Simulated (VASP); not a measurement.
# InRu2 in VASP: notebook

InRu2 is run at these levels: PBE; tasks: single point.

All numbers are computed with VASP 6.6.1; they aren't measurements. Logs are shortened: lines on timing, memory, paths and dates and some standing lists are left out, and cuts for length are marked.

### 1 The cell of the first run

The cell holds a slab with vacuum, 3 atoms: a = 2.538 Å, b = 2.538 Å, c = 12.491 Å, α = 90.00°, β = 90.00°, γ = 120.00°.

### 2 Single point, PBE

INCAR

```
PREC = Accurate
ENCUT = 520
EDIFF = 1E-6
ISMEAR = 0
SIGMA = 0.1
LREAL = False
LASPH = True
NELM = 100
ALGO = Normal
ISIF = 2
LWAVE = False
LCHARG = False
GGA = PE
NBANDS = 28
```

KPOINTS

```
regular mesh
0
Gamma
  6 6 2
```

POSCAR

```
InRu2
1.0
    2.5377277700      0.0000000000      0.0000000000
   -1.2688638900      2.1977367200      0.0000000000
    0.0000000000      0.0000000000     12.4911177200
In Ru
1 2
Direct
    0.0000000000      0.0000000000      0.0000000000
    0.3333333300      0.6666666700      0.8978554600
    0.3333333300      0.6666666700      0.1021445400
```

Potentials or basis: VASP PAW PBE potentials, release 64 (In_d, Ru_pv).

Launch:

```
cat potpaw_PBE.64/In_d/POTCAR potpaw_PBE.64/Ru_pv/POTCAR > POTCAR
mpirun -np 1 vasp_std > vasp.out
```

OUTCAR:

```text
PREC = Accurate
   ENCUT = 520
   EDIFF = 1E-6
   ISMEAR = 0
   LREAL = False
   LASPH = True
   NELM = 100
   ISIF = 2
   GGA = PE

 ion  position               nearest neighbor table
   1  0.000  0.000  0.000-   2 1.94   3 1.94   2 1.94   3 1.94   2 1.94   3 1.94   2 3.20   3 3.20
                             2 3.20   3 3.20   2 3.20   3 3.20
   2  0.333  0.667  0.898-   1 1.94   1 1.94   1 1.94   3 2.55   1 3.20   1 3.20   1 3.20
   3  0.333  0.667  0.102-   1 1.94   1 1.94   1 1.94   2 2.55   1 3.20   1 3.20   1 3.20

  LATTYP: Found a hexagonal cell.
 ALAT       =     2.5377277700
 C/A-ratio  =     4.9221661471

  Lattice vectors:

 A1 = (   2.5377277700,   0.0000000000,   0.0000000000)
 A2 = (  -1.2688638900,   2.1977367200,   0.0000000000)
 A3 = (   0.0000000000,   0.0000000000,  12.4911177200)

Analysis of symmetry for initial positions (statically):
=====================================================================
 Subroutine PRICEL returns:
 Original cell was already a primitive cell.

 Routine SETGRP: Setting up the symmetry group for a
 hexagonal supercell.

 Subroutine GETGRP returns: Found 12 space group operations
 (whereof 12 operations were pure point group operations)
 out of a pool of 24 trial point group operations.

The static configuration has the point symmetry D_3h.

Analysis of symmetry for dynamics (positions and initial velocities):
=====================================================================
 Subroutine PRICEL returns:
 Original cell was already a primitive cell.

 Routine SETGRP: Setting up the symmetry group for a
 hexagonal supercell.

 Subroutine GETGRP returns: Found 12 space group operations
 (whereof 12 operations were pure point group operations)
 out of a pool of 24 trial point group operations.

The dynamic configuration has the point symmetry D_3h.

 Subroutine INISYM returns: Found 12 space group operations
 (whereof 12 operations are pure point group operations),
 and found     1 'primitive' translations

----------------------------------------------------------------------------------------

                                     Primitive cell

  volume of cell :      69.6662

  direct lattice vectors                    reciprocal lattice vectors
     2.537727770  0.000000000  0.000000000     0.394053299  0.227506779  0.000000000
    -1.268863890  2.197736720  0.000000000     0.000000000  0.455013556  0.000000000
     0.000000000  0.000000000 12.491117720     0.000000000  0.000000000  0.080056887

  length of vectors
     2.537727770  2.537727775 12.491117720     0.455013557  0.455013556  0.080056887

  position of ions in fractional coordinates (direct lattice)
     0.000000000  0.000000000  0.000000000
     0.333333330  0.666666670  0.897855460
     0.333333330  0.666666670  0.102144540

  ion indices of the primitive-cell ions
   primitive index   ion index
                 1           1
                 2           2
                 3           3

----------------------------------------------------------------------------------------

 KPOINTS: regular mesh

Automatic generation of k-mesh.
 Grid dimensions read from file:
 generate k-points for:    6    6    2

 Generating k-lattice:

  Cartesian coordinates                     Fractional coordinates (reciprocal lattice)
     0.065675550  0.037917796  0.000000000     0.166666667  0.000000000  0.000000000
     0.000000000  0.075835593  0.000000000     0.000000000  0.166666667  0.000000000
     0.000000000  0.000000000  0.040028444     0.000000000  0.000000000  0.500000000

  Length of vectors
     0.075835593  0.075835593  0.040028444

  Shift w.r.t. Gamma in fractional coordinates (k-lattice)
     0.000000000  0.000000000  0.000000000

 Subroutine IBZKPT returns following result:
 ===========================================

 Found     14 irreducible k-points:

 Following reciprocal coordinates:
            Coordinates               Weight
  0.000000  0.000000  0.000000      1.000000
  0.166667  0.000000  0.000000      6.000000
  0.333333  0.000000  0.000000      6.000000
  0.500000  0.000000  0.000000      3.000000
  0.166667  0.166667  0.000000      6.000000
  0.333333  0.166667  0.000000     12.000000
  0.333333  0.333333  0.000000      2.000000
  0.000000  0.000000  0.500000      1.000000
  0.166667  0.000000  0.500000      6.000000
  0.333333  0.000000  0.500000      6.000000
  0.500000  0.000000  0.500000      3.000000
  0.166667  0.166667  0.500000      6.000000
  0.333333  0.166667  0.500000     12.000000
  0.333333  0.333333  0.500000      2.000000
   k-points           NKPTS =     14   k-points in BZ     NKDIM =     14   number of bands    NBANDS=     28
   number of dos      NEDOS =    301   number of ions     NIONS =      3
   total plane-waves  NPLWV =  38400
   dimension x,y,z NGX =    20 NGY =   20 NGZ =   96
   dimension x,y,z NGXF=    40 NGYF=   40 NGZF=  192
   ions per type =               1   2
   NGX,Y,Z   is equivalent  to a cutoff of  13.10, 13.10, 12.78 a.u.
   NGXF,Y,Z  is equivalent  to a cutoff of  26.20, 26.20, 25.55 a.u.
 SYSTEM =  unknown system
   PREC   = accura    normal or accurate (medium, high low for compatibility)
   ISTART =      0    job   : 0-new  1-cont  2-samecut
   ICHARG =      2    charge: 1-file 2-atom 10-const
   ISPIN  =      1    spin polarized calculation?
   LNONCOLLINEAR =      F non collinear calculations
   LSORBIT =      F    spin-orbit coupling
   LASPH  =      T    aspherical Exc in radial PAW
   ENCUT  =  520.0 eV  38.22 Ry    6.18 a.u.   4.72  4.72 23.23*2*pi/ulx,y,z
   NELM   =    100;   NELMIN=  2; NELMDL= -5     # of ELM steps
   EDIFF  = 0.1E-05   stopping-criterion for ELM
   LREAL  =      F    real-space projection
   EDIFFG = 0.1E-04   stopping-criterion for IOM
   NSW    =      0    number of steps for IOM
   IBRION =     -1    ionic relax: 0-MD 1-quasi-New 2-CG
   NFREE  =      0    steps in history (QN), initial steepest desc. (CG)
   ISIF   =      2    stress and relaxation
   ISYM   =      2    0-nonsym 1-usesym 2-fastsym
   POTIM  = 0.5000    time-step for ionic-motion
   TEBEG  =    0.0;   TEEND  =   0.0 temperature during run
   PSTRESS=    0.0 pullay stress
   NELECT =      41.0000    total number of electrons
   NUPDOWN=      -1.0000    fix difference up-down
   EMIN   =  10.00;   EMAX   =-10.00  energy-range for DOS
   EFERMI =   0.00;   METHOD = LEGACY
   ISMEAR =     0;   SIGMA  =   0.10  broadening in eV -4-tet -1-fermi 0-gaus
   EFERMI_NEDOS =   21; number of points for ismear=-14 and -15
   IALGO  =     38    algorithm
   IMIX   =      4    mixing-type and parameters
     AMIX     =   0.40;   BMIX     =  1.00
     AMIX_MAG =   1.60;   BMIX_MAG =  1.00
  volume/ion in A,a.u.               =      23.22       156.71
  Fermi-wavevector in a.u.,A,eV,Ry     =   1.371920  2.592553 25.608402  1.882164
  Thomas-Fermi vector in A             =   2.497574
   LORBIT       =      0    0 simple, 1 ext, 2 COOP (PROOUT), +10 PAW based schemes
   GGA     = PE    functional components
   LHFCALC =     F    Hartree Fock is set to
   AEXX    =    0.0000 exact exchange contribution
   IVDW    =     0    specifies the selected vdW correction
   LEPSILON=     F    determine dielectric tensor
   LRPA    =     F    only Hartree local field effects (RPA)
 non-spin polarized calculation
 Gauss-broadening in eV      SIGMA  =   0.10
  energy-cutoff  :      520.00
  volume of cell :       69.67
 maximum number of plane-waves:      1906
 NGX is ok and might be reduce to    20
   NGX =  9   NGY =  9   NGZ = 47

 number of electron      40.9999996 magnetization

 Free energy of the ion-electron system (eV)
  ---------------------------------------------------
  ext. energy  EPLUGINS =         0.00000000
  ---------------------------------------------------
  free energy    TOTEN  =        18.27787085 eV

  energy without entropy =       18.29552045  energy(sigma->0) =       18.28669565

 E-fermi :   5.9813     XC(G=0):  -7.9128

 val. band max:        5.9273536007   @ k =   0.3333   0.3333   0.0000
 cond. band min:       6.0009300135   @ k =   0.1667   0.1667   0.5000
 fundamental gap:      0.0735764129
 Fermi energy:         5.9813265847

 k-point     1 :       0.0000    0.0000    0.0000
  band No.  band energies     occupation
      1     -38.2308      2.00000
      2     -37.2815      2.00000
      3     -36.6659      2.00000
      4     -36.6659      2.00000
      5     -36.6567      2.00000
      6     -36.6567      2.00000
[... 20 lines left out ...]
     27      13.2637      0.00000
     28      14.3158      0.00000

 k-point     2 :       0.1667    0.0000    0.0000
  band No.  band energies     occupation
      1     -38.1405      2.00000
      2     -37.3435      2.00000
      3     -37.0873      2.00000
      4     -36.9708      2.00000
      5     -36.7762      2.00000
      6     -36.7307      2.00000
[... 20 lines left out ...]
     27      15.2518      0.00000
     28      15.4424      0.00000

 k-point     3 :       0.3333    0.0000    0.0000
  band No.  band energies     occupation
      1     -37.9988      2.00000
      2     -37.8432      2.00000
      3     -37.7529      2.00000
      4     -37.2847      2.00000
      5     -37.0085      2.00000
      6     -36.8597      2.00000
[... 20 lines left out ...]
     27      17.1477      0.00000
     28      18.0478      0.00000

 k-point     4 :       0.5000    0.0000    0.0000
  band No.  band energies     occupation
      1     -38.2659      2.00000
      2     -38.0553      2.00000
      3     -37.8632      2.00000
      4     -37.3307      2.00000
      5     -37.1213      2.00000
      6     -36.9237      2.00000
[... 20 lines left out ...]
     27      16.7786      0.00000
     28      17.0366      0.00000

 k-point     5 :       0.1667    0.1667    0.0000
  band No.  band energies     occupation
      1     -38.0102      2.00000
      2     -37.6045      2.00000
      3     -37.5403      2.00000
      4     -37.3004      2.00000
      5     -36.9753      2.00000
      6     -36.9137      2.00000
[... 20 lines left out ...]
     27      17.1937      0.00000
     28      17.5862      0.00000

 k-point     6 :       0.3333    0.1667    0.0000
  band No.  band energies     occupation
      1     -38.0555      2.00000
      2     -37.9213      2.00000
      3     -37.8675      2.00000
      4     -37.3863      2.00000
      5     -37.2166      2.00000
      6     -37.1552      2.00000
[... 20 lines left out ...]
     27      16.5700      0.00000
     28      17.3674      0.00000

 k-point     7 :       0.3333    0.3333    0.0000
  band No.  band energies     occupation
      1     -37.9015      2.00000
      2     -37.8384      2.00000
      3     -37.8212      2.00000
      4     -37.6195      2.00000
      5     -37.4970      2.00000
      6     -37.3723      2.00000
[... 20 lines left out ...]
     27      16.6659      0.00000
     28      17.5952      0.00000

 k-point     8 :       0.0000    0.0000    0.5000
  band No.  band energies     occupation
      1     -38.2307      2.00000
      2     -37.2815      2.00000
      3     -36.6659      2.00000
      4     -36.6659      2.00000
      5     -36.6567      2.00000
      6     -36.6567      2.00000
[... 20 lines left out ...]
     27      11.9960      0.00000
     28      15.6455      0.00000

 k-point     9 :       0.1667    0.0000    0.5000
  band No.  band energies     occupation
      1     -38.1405      2.00000
      2     -37.3435      2.00000
      3     -37.0873      2.00000
      4     -36.9708      2.00000
      5     -36.7762      2.00000
      6     -36.7307      2.00000
[... 20 lines left out ...]
     27      13.6217      0.00000
     28      17.3637      0.00000

 k-point    10 :       0.3333    0.0000    0.5000
  band No.  band energies     occupation
      1     -37.9988      2.00000
      2     -37.8432      2.00000
      3     -37.7529      2.00000
      4     -37.2847      2.00000
      5     -37.0085      2.00000
      6     -36.8597      2.00000
[... 20 lines left out ...]
     27      15.9715      0.00000
     28      18.1240      0.00000

 k-point    11 :       0.5000    0.0000    0.5000
  band No.  band energies     occupation
      1     -38.2659      2.00000
      2     -38.0553      2.00000
      3     -37.8633      2.00000
      4     -37.3307      2.00000
      5     -37.1213      2.00000
      6     -36.9237      2.00000
[... 20 lines left out ...]
     27      16.7396      0.00000
     28      17.0882      0.00000

 k-point    12 :       0.1667    0.1667    0.5000
  band No.  band energies     occupation
      1     -38.0102      2.00000
      2     -37.6045      2.00000
      3     -37.5403      2.00000
      4     -37.3005      2.00000
      5     -36.9753      2.00000
      6     -36.9137      2.00000
[... 20 lines left out ...]
     27      15.4094      0.00000
     28      18.4480      0.00000

 k-point    13 :       0.3333    0.1667    0.5000
  band No.  band energies     occupation
      1     -38.0555      2.00000
      2     -37.9213      2.00000
      3     -37.8675      2.00000
      4     -37.3863      2.00000
      5     -37.2166      2.00000
      6     -37.1552      2.00000
[... 20 lines left out ...]
     27      17.0253      0.00000
     28      17.2824      0.00000

 k-point    14 :       0.3333    0.3333    0.5000
  band No.  band energies     occupation
      1     -37.9015      2.00000
      2     -37.8384      2.00000
      3     -37.8212      2.00000
      4     -37.6195      2.00000
      5     -37.4970      2.00000
      6     -37.3722      2.00000
[... 20 lines left out ...]
     27      16.6483      0.00000
     28      17.5612      0.00000

------------------------ aborting loop because EDIFF is reached ----------------------------------------

  FORCE on cell =-STRESS in cart. coord.  units (eV):
  Direction    XX          YY          ZZ          XY          YZ          ZX
  --------------------------------------------------------------------------------------
  -------------------------------------------------------------------------------------
  Total      102.4958066    102.4958069    117.2692889     -0.0000002      0.0000000     -0.0000000
  in kB     2357.1905003   2357.1905074   2696.9498843     -0.0000054      0.0000000     -0.0000000
  external PRESSURE =    2470.4436307 kB  Pullay stress =       0.0000000 kB

 VOLUME and BASIS-vectors are now :
 -----------------------------------------------------------------------------
  energy-cutoff  :      520.00
  volume of cell :       69.67
      direct lattice vectors                 reciprocal lattice vectors
     2.537727770  0.000000000  0.000000000     0.394053299  0.227506779  0.000000000
    -1.268863890  2.197736720  0.000000000     0.000000000  0.455013556  0.000000000
     0.000000000  0.000000000 12.491117720     0.000000000  0.000000000  0.080056887

 POSITION                                       TOTAL-FORCE (eV/Angst)
 -----------------------------------------------------------------------------------
      0.00000      0.00000      0.00000         0.000000      0.000000      0.000000
     -0.00000      1.46516     11.21522        -0.000000      0.000000    -45.970868
     -0.00000      1.46516      1.27590         0.000000     -0.000000     45.970868
 -----------------------------------------------------------------------------------
    total drift:                                0.000019     -0.000011      0.000000

  FREE ENERGIE OF THE ION-ELECTRON SYSTEM (eV)
  ---------------------------------------------------
  free  energy   TOTEN  =        18.2778708524 eV

  energy  without entropy=       18.2955204476  energy(sigma->0) =       18.28669565
```

It took 18 s on 1 thread of Intel Xeon 6975P-C (Granite Rapids), shared host; peak memory 0.18 GiB.

Results:

```
Free energy   : 18.2779 eV
Largest force : 45.971 eV/Å
```

Forces on the atoms (eV/Å):
```
In    0.000   0.000   0.000
Ru    0.000   0.000 -45.971
Ru    0.000   0.000  45.971
```

Caveat: the k points lie up to 0.48 Å⁻¹ apart; spin-orbit coupling is left out, which moves the levels of the heavy elements.

### 3 Single point, PBE

This run uses another cell than the first one, of 30.34 Å³/atom, 1.306 times its volume.

INCAR

```
  PREC = Accurate
  ENCUT = 520
  EDIFF = 1E-7
  ISMEAR = 0
  SIGMA = 0.1
  LREAL = F
  LASPH = T
  NELM = 80
  ALGO = Fast
  ISIF = 2
  LWAVE = F
  LCHARG = T
  GGA = PE
  LELF = T
  LVHAR = T
  NBANDS = 28
```

KPOINTS is that of step 2.

POSCAR

```
InRu2
1.0
    2.8068999108      0.0000000032      0.0000000000
   -1.4034499582      2.4308466271      0.0000000000
    0.0000000000      0.0000000000     13.3381553372
In Ru
1 2
Direct
    0.0000000000      0.0000000000      0.0000000000
    0.3333333333      0.6666666667      0.8296175500
    0.3333333333      0.6666666667      0.1703824500
```

Potentials or basis: VASP PAW PBE potentials, release 64 (In_d, Ru_pv).

Launch:

```
cat potpaw_PBE.64/In_d/POTCAR potpaw_PBE.64/Ru_pv/POTCAR > POTCAR
mpirun -np 1 vasp_std > vasp.out
```

It took 26 s on 1 thread of Intel Xeon 6975P-C (Granite Rapids), shared host; peak memory 0.23 GiB.

The run converged. Its results:

- Free energy: -17.5998 eV
- Largest force: 0.005 eV/Å

Forces on the atoms (eV/Å):
```
In   0.000  0.000  0.000
Ru   0.000  0.000 -0.005
Ru   0.000  0.000  0.005
```

Levels at points of the mesh, in eV from the Fermi level:
| k point | band 18 | band 19 | band 20 | band 21 | band 22 | band 23 |
| --- | --- | --- | --- | --- | --- | --- |
| (0.00, 0.00, 0.00) | -1.25 | -1.25 | -0.29 | 0.57 | 0.58 | 0.58 |
| (0.50, 0.00, 0.00) | -0.22 | -0.08 | 0.03 | 1.47 | 1.98 | 1.98 |
| (0.00, 0.00, 0.50) | -1.25 | -1.25 | -0.27 | 0.52 | 0.58 | 0.58 |
| (0.50, 0.00, 0.50) | -0.22 | -0.08 | 0.03 | 1.47 | 1.98 | 1.98 |

Caveat: the k points lie up to 0.43 Å⁻¹ apart; spin-orbit coupling is left out, which moves the levels of the heavy elements.
